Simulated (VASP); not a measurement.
# GaS2 (P-3m1) in VASP: notebook

The runs below take GaS2 through single point, relaxation of cell and atoms, with PBE.

All numbers are computed with VASP 6.6.1; they aren't measurements. Logs are shortened: lines on timing, memory, paths and dates and some standing lists are left out, and cuts for length are marked.

### Step 1. The cell of the first run

The structure is trigonal, space group P-3m1 (No. 164). The conventional cell has a = 3.280 Å, b = 3.280 Å, c = 5.997 Å, α = 90.00°, β = 90.00°, γ = 120.00°. Within 3.3 Å of Ga (site symmetry -3m) lie 6 S at 2.42 Å and 6 Ga at 3.28 Å. Within 3.3 Å of S (site symmetry 3m) lie 3 Ga at 2.42 Å and 6 S at 3.28 Å.

The cell was built from a structure type or drawn by symmetry, and may not be a known phase.

### Step 2. Single point, PBE

INCAR

```
SYSTEM = GaS2
PREC = Accurate
ENCUT = 520
EDIFF = 1E-7
ISMEAR = 0
SIGMA = 0.1
LREAL = .False.
LASPH = .True.
NELM = 80
ALGO = Normal
ISIF = 2
LWAVE = .False.
LCHARG = .False.
GGA = PE
NBANDS = 20
```

KPOINTS

```
Automatic mesh
0
Gamma
  6 6 4
  0 0 0
```

POSCAR

```
GaS2
1.0
    3.2800307300      0.0000000000      0.0000000000
   -1.6400153700      2.8405899400      0.0000000000
    0.0000000000      0.0000000000      5.9969323300
Ga S
1 2
Direct
    0.0000000000      0.0000000000      0.0000000000
    0.3333333300      0.6666666700      0.2500000000
    0.6666666700      0.3333333300      0.7500000000
```

Potentials or basis: VASP PAW PBE potentials, release 64 (Ga_d, S).

On the command line:

```bash
$ cat potpaw_PBE.64/Ga_d/POTCAR potpaw_PBE.64/S/POTCAR > POTCAR
$ mpirun -np 1 vasp_std > vasp.out
```

OUTCAR:

```text
SYSTEM = GaS2
   PREC = Accurate
   ENCUT = 520
   EDIFF = 1E-7
   ISMEAR = 0
   LREAL = .False.
   LASPH = .True.
   NELM = 80
   ISIF = 2
   GGA = PE

 ion  position               nearest neighbor table
   1  0.000  0.000  0.000-   2 2.42   3 2.42   3 2.42   2 2.42   3 2.42   2 2.42
   2  0.333  0.667  0.250-   1 2.42   1 2.42   1 2.42
   3  0.667  0.333  0.750-   1 2.42   1 2.42   1 2.42

  LATTYP: Found a hexagonal cell.
 ALAT       =     3.2800307300
 C/A-ratio  =     1.8283158981

  Lattice vectors:

 A1 = (   3.2800307300,   0.0000000000,   0.0000000000)
 A2 = (  -1.6400153700,   2.8405899400,   0.0000000000)
 A3 = (   0.0000000000,   0.0000000000,   5.9969323300)

Analysis of symmetry for initial positions (statically):
=====================================================================
 Subroutine PRICEL returns:
 Original cell was already a primitive cell.

 Routine SETGRP: Setting up the symmetry group for a
 hexagonal supercell.

 Subroutine GETGRP returns: Found 12 space group operations
 (whereof 12 operations were pure point group operations)
 out of a pool of 24 trial point group operations.

The static configuration has the point symmetry D_3d.

Analysis of symmetry for dynamics (positions and initial velocities):
=====================================================================
 Subroutine PRICEL returns:
 Original cell was already a primitive cell.

 Routine SETGRP: Setting up the symmetry group for a
 hexagonal supercell.

 Subroutine GETGRP returns: Found 12 space group operations
 (whereof 12 operations were pure point group operations)
 out of a pool of 24 trial point group operations.

The dynamic configuration has the point symmetry D_3d.

 Subroutine INISYM returns: Found 12 space group operations
 (whereof 12 operations are pure point group operations),
 and found     1 'primitive' translations

----------------------------------------------------------------------------------------

                                     Primitive cell

  volume of cell :      55.8748

  direct lattice vectors                    reciprocal lattice vectors
     3.280030730  0.000000000  0.000000000     0.304875192  0.176019775  0.000000000
    -1.640015370  2.840589940  0.000000000     0.000000000  0.352039549  0.000000000
     0.000000000  0.000000000  5.996932330     0.000000000  0.000000000  0.166751923

  length of vectors
     3.280030730  3.280030735  5.996932330     0.352039549  0.352039549  0.166751923

  position of ions in fractional coordinates (direct lattice)
     0.000000000  0.000000000  0.000000000
     0.333333330  0.666666670  0.250000000
     0.666666670  0.333333330  0.750000000

  ion indices of the primitive-cell ions
   primitive index   ion index
                 1           1
                 2           2
                 3           3

----------------------------------------------------------------------------------------

 KPOINTS: Automatic mesh

Automatic generation of k-mesh.
 Grid dimensions read from file:
 generate k-points for:    6    6    4

 Generating k-lattice:

  Cartesian coordinates                     Fractional coordinates (reciprocal lattice)
     0.050812532  0.029336629  0.000000000     0.166666667 -0.000000000  0.000000000
     0.000000000  0.058673258  0.000000000     0.000000000  0.166666667  0.000000000
     0.000000000  0.000000000  0.041687981     0.000000000  0.000000000  0.250000000

  Length of vectors
     0.058673258  0.058673258  0.041687981

  Shift w.r.t. Gamma in fractional coordinates (k-lattice)
     0.000000000  0.000000000  0.000000000

 Subroutine IBZKPT returns following result:
 ===========================================

 Found     24 irreducible k-points:

 Following reciprocal coordinates:
            Coordinates               Weight
  0.000000  0.000000  0.000000      1.000000
  0.166667  0.000000  0.000000      6.000000
  0.333333  0.000000  0.000000      6.000000
  0.500000  0.000000  0.000000      3.000000
  0.166667  0.166667  0.000000      6.000000
  0.333333  0.166667  0.000000     12.000000
[... 16 lines left out ...]
  0.333333  0.166667  0.500000     12.000000
  0.333333  0.333333  0.500000      2.000000
   k-points           NKPTS =     24   k-points in BZ     NKDIM =     24   number of bands    NBANDS=     20
   number of dos      NEDOS =    301   number of ions     NIONS =      3
   total plane-waves  NPLWV =  27648
   dimension x,y,z NGX =    24 NGY =   24 NGZ =   48
   dimension x,y,z NGXF=    48 NGYF=   48 NGZF=   96
   ions per type =               1   2
   NGX,Y,Z   is equivalent  to a cutoff of  12.16, 12.16, 13.31 a.u.
   NGXF,Y,Z  is equivalent  to a cutoff of  24.33, 24.33, 26.61 a.u.
 SYSTEM =  GaS2
   PREC   = accura    normal or accurate (medium, high low for compatibility)
   ISTART =      0    job   : 0-new  1-cont  2-samecut
   ICHARG =      2    charge: 1-file 2-atom 10-const
   ISPIN  =      1    spin polarized calculation?
   LNONCOLLINEAR =      F non collinear calculations
   LSORBIT =      F    spin-orbit coupling
   LASPH  =      T    aspherical Exc in radial PAW
   ENCUT  =  520.0 eV  38.22 Ry    6.18 a.u.   6.10  6.10 11.15*2*pi/ulx,y,z
   NELM   =     80;   NELMIN=  2; NELMDL= -5     # of ELM steps
   EDIFF  = 0.1E-06   stopping-criterion for ELM
   LREAL  =      F    real-space projection
   EDIFFG = 0.1E-05   stopping-criterion for IOM
   NSW    =      0    number of steps for IOM
   IBRION =     -1    ionic relax: 0-MD 1-quasi-New 2-CG
   NFREE  =      0    steps in history (QN), initial steepest desc. (CG)
   ISIF   =      2    stress and relaxation
   ISYM   =      2    0-nonsym 1-usesym 2-fastsym
   POTIM  = 0.5000    time-step for ionic-motion
   TEBEG  =    0.0;   TEEND  =   0.0 temperature during run
   PSTRESS=    0.0 pullay stress
   NELECT =      25.0000    total number of electrons
   NUPDOWN=      -1.0000    fix difference up-down
   EMIN   =  10.00;   EMAX   =-10.00  energy-range for DOS
   EFERMI =   0.00;   METHOD = LEGACY
   ISMEAR =     0;   SIGMA  =   0.10  broadening in eV -4-tet -1-fermi 0-gaus
   EFERMI_NEDOS =   21; number of points for ismear=-14 and -15
   IALGO  =     38    algorithm
   IMIX   =      4    mixing-type and parameters
     AMIX     =   0.40;   BMIX     =  1.00
     AMIX_MAG =   1.60;   BMIX_MAG =  1.00
  volume/ion in A,a.u.               =      18.62       125.69
  Fermi-wavevector in a.u.,A,eV,Ry     =   1.252131  2.366184 21.331637  1.567831
  Thomas-Fermi vector in A             =   2.386045
   LORBIT       =      0    0 simple, 1 ext, 2 COOP (PROOUT), +10 PAW based schemes
   GGA     = PE    functional components
   LHFCALC =     F    Hartree Fock is set to
   AEXX    =    0.0000 exact exchange contribution
   IVDW    =     0    specifies the selected vdW correction
   LEPSILON=     F    determine dielectric tensor
   LRPA    =     F    only Hartree local field effects (RPA)
 non-spin polarized calculation
 Gauss-broadening in eV      SIGMA  =   0.10
  energy-cutoff  :      520.00
  volume of cell :       55.87
 maximum number of plane-waves:      1524
   NGX = 13   NGY = 13   NGZ = 23

 number of electron      25.0000004 magnetization

 Free energy of the ion-electron system (eV)
  ---------------------------------------------------
  ext. energy  EPLUGINS =         0.00000000
  ---------------------------------------------------
  free energy    TOTEN  =       -11.54596814 eV

  energy without entropy =      -11.53899091  energy(sigma->0) =      -11.54247952

 E-fermi :   4.3330     XC(G=0): -10.2206

 val. band max:        4.3255525363   @ k =   0.1667   0.1667   0.0000
 cond. band min:       4.3380416543   @ k =   0.5000   0.0000   0.2500
 fundamental gap:      0.0124891180
 Fermi energy:         4.3330436196

 k-point     1 :       0.0000    0.0000    0.0000
  band No.  band energies     occupation
      1     -10.0034      2.00000
      2      -9.7774      2.00000
      3      -9.7774      2.00000
      4      -9.7143      2.00000
      5      -9.6616      2.00000
      6      -9.6616      2.00000
[... 12 lines left out ...]
     19      15.1821      0.00000
     20      15.1821      0.00000

 k-point     2 :       0.1667    0.0000    0.0000
  band No.  band energies     occupation
      1      -9.9075      2.00000
      2      -9.7553      2.00000
      3      -9.7064      2.00000
      4      -9.6878      2.00000
      5      -9.6590      2.00000
      6      -9.5884      2.00000
[... 12 lines left out ...]
     19      14.5453      0.00000
     20      15.0202      0.00000

 k-point     3 :       0.3333    0.0000    0.0000
  band No.  band energies     occupation
      1     -10.0914      2.00000
      2      -9.7363      2.00000
      3      -9.7347      2.00000
      4      -9.6497      2.00000
      5      -9.6290      2.00000
      6      -8.5077      2.00000
[... 12 lines left out ...]
     19      14.6799      0.00000
     20      16.1542      0.00000

 k-point     4 :       0.5000    0.0000    0.0000
  band No.  band energies     occupation
      1     -10.1637      2.00000
      2      -9.7512      2.00000
      3      -9.7349      2.00000
      4      -9.6291      2.00000
      5      -9.6028      2.00000
      6      -7.5783      2.00000
[... 12 lines left out ...]
     19      15.4443      0.00000
     20      15.6188      0.00000

 k-point     5 :       0.1667    0.1667    0.0000
  band No.  band energies     occupation
      1     -10.0077      2.00000
      2      -9.8005      2.00000
      3      -9.7107      2.00000
      4      -9.6767      2.00000
      5      -9.6410      2.00000
      6      -8.8150      2.00000
[... 12 lines left out ...]
     19      13.1863      0.00000
     20      15.5090      0.00000

 k-point     6 :       0.3333    0.1667    0.0000
  band No.  band energies     occupation
      1     -10.0947      2.00000
      2      -9.8228      2.00000
      3      -9.7238      2.00000
      4      -9.6449      2.00000
      5      -9.6242      2.00000
      6      -7.6133      2.00000
[... 12 lines left out ...]
     19      15.0712      0.00000
     20      15.7977      0.00000

 k-point     7 :       0.3333    0.3333    0.0000
  band No.  band energies     occupation
      1      -9.9826      2.00000
      2      -9.9826      2.00000
      3      -9.6768      2.00000
      4      -9.6768      2.00000
      5      -9.6300      2.00000
      6      -6.7216      2.00000
[... 12 lines left out ...]
     19      14.9133      0.00000
     20      14.9133      0.00000
[... 277 lines left out ...]
 k-point    20 :       0.3333    0.0000    0.5000
  band No.  band energies     occupation
      1     -10.1012      2.00000
      2      -9.7372      2.00000
      3      -9.7348      2.00000
      4      -9.6479      2.00000
      5      -9.6290      2.00000
      6      -8.3377      2.00000
[... 12 lines left out ...]
     19      16.1035      0.00000
     20      16.9526      0.00000

 k-point    21 :       0.5000    0.0000    0.5000
  band No.  band energies     occupation
      1     -10.1711      2.00000
      2      -9.7518      2.00000
      3      -9.7350      2.00000
      4      -9.6282      2.00000
      5      -9.6028      2.00000
      6      -7.4657      2.00000
[... 12 lines left out ...]
     19      15.7212      0.00000
     20      16.9583      0.00000

 k-point    22 :       0.1667    0.1667    0.5000
  band No.  band energies     occupation
      1     -10.0216      2.00000
      2      -9.7948      2.00000
      3      -9.7116      2.00000
      4      -9.6758      2.00000
      5      -9.6393      2.00000
      6      -8.6383      2.00000
[... 12 lines left out ...]
     19      14.4301      0.00000
     20      15.0932      0.00000

 k-point    23 :       0.3333    0.1667    0.5000
  band No.  band energies     occupation
      1     -10.1018      2.00000
      2      -9.8219      2.00000
      3      -9.7242      2.00000
      4      -9.6447      2.00000
      5      -9.6233      2.00000
      6      -7.4828      2.00000
[... 12 lines left out ...]
     19      14.0547      0.00000
     20      16.8322      0.00000

 k-point    24 :       0.3333    0.3333    0.5000
  band No.  band energies     occupation
      1      -9.9846      2.00000
      2      -9.9846      2.00000
      3      -9.6768      2.00000
      4      -9.6768      2.00000
      5      -9.6295      2.00000
      6      -6.7000      2.00000
[... 12 lines left out ...]
     19      15.9402      0.00000
     20      15.9968      0.00000

------------------------ aborting loop because EDIFF is reached ----------------------------------------

  FORCE on cell =-STRESS in cart. coord.  units (eV):
  Direction    XX          YY          ZZ          XY          YZ          ZX
  --------------------------------------------------------------------------------------
  -------------------------------------------------------------------------------------
  Total        1.6961907      1.6961907      1.2721025     -0.0000000      0.0000000      0.0000000
  in kB       48.6373228     48.6373228     36.4768296     -0.0000001      0.0000000      0.0000000
  external PRESSURE =      44.5838251 kB  Pullay stress =       0.0000000 kB

 VOLUME and BASIS-vectors are now :
 -----------------------------------------------------------------------------
  energy-cutoff  :      520.00
  volume of cell :       55.87
      direct lattice vectors                 reciprocal lattice vectors
     3.280030730  0.000000000  0.000000000     0.304875192  0.176019775  0.000000000
    -1.640015370  2.840589940  0.000000000     0.000000000  0.352039549  0.000000000
     0.000000000  0.000000000  5.996932330     0.000000000  0.000000000  0.166751923

 POSITION                                       TOTAL-FORCE (eV/Angst)
 -----------------------------------------------------------------------------------
      0.00000      0.00000      0.00000         0.000000      0.000000     -0.000000
     -0.00000      1.89373      1.49923        -0.000000      0.000000     -0.038245
      1.64002      0.94686      4.49770         0.000000     -0.000000      0.038245
 -----------------------------------------------------------------------------------
    total drift:                                0.000000      0.000000     -0.000000

  FREE ENERGIE OF THE ION-ELECTRON SYSTEM (eV)
  ---------------------------------------------------
  free  energy   TOTEN  =       -11.5459681362 eV

  energy  without entropy=      -11.5389909098  energy(sigma->0) =      -11.54247952
```

Wall time 9.9 s (1 thread of Intel Xeon 6975P-C (Granite Rapids), shared host); peak memory 0.17 GiB.

What came out:

| Property | Result |
| --- | --- |
| Free energy | -11.5460 eV |
| Pressure | 4.5 GPa |
| Largest force | 0.038 eV/Å |
| Band gap on the k mesh | zero (an odd number of electrons rules out a gap without spin polarisation) |

Forces in eV/Å, atoms in the order of the input:
```
Ga   0.000  0.000  0.000
S    0.000  0.000 -0.038
S    0.000  0.000  0.038
```

Stress tensor (GPa, compression positive):
```
4.86 0.00 0.00
0.00 4.86 0.00
0.00 0.00 3.65
```

Caveat: the k points lie up to 0.37 Å⁻¹ apart, too coarse for converged energies and pressures of a metal; this functional lacks dispersion, which binds the layers, so the pressure and a relaxed spacing across them are unreliable.

(Continued in part 2 of 3.)
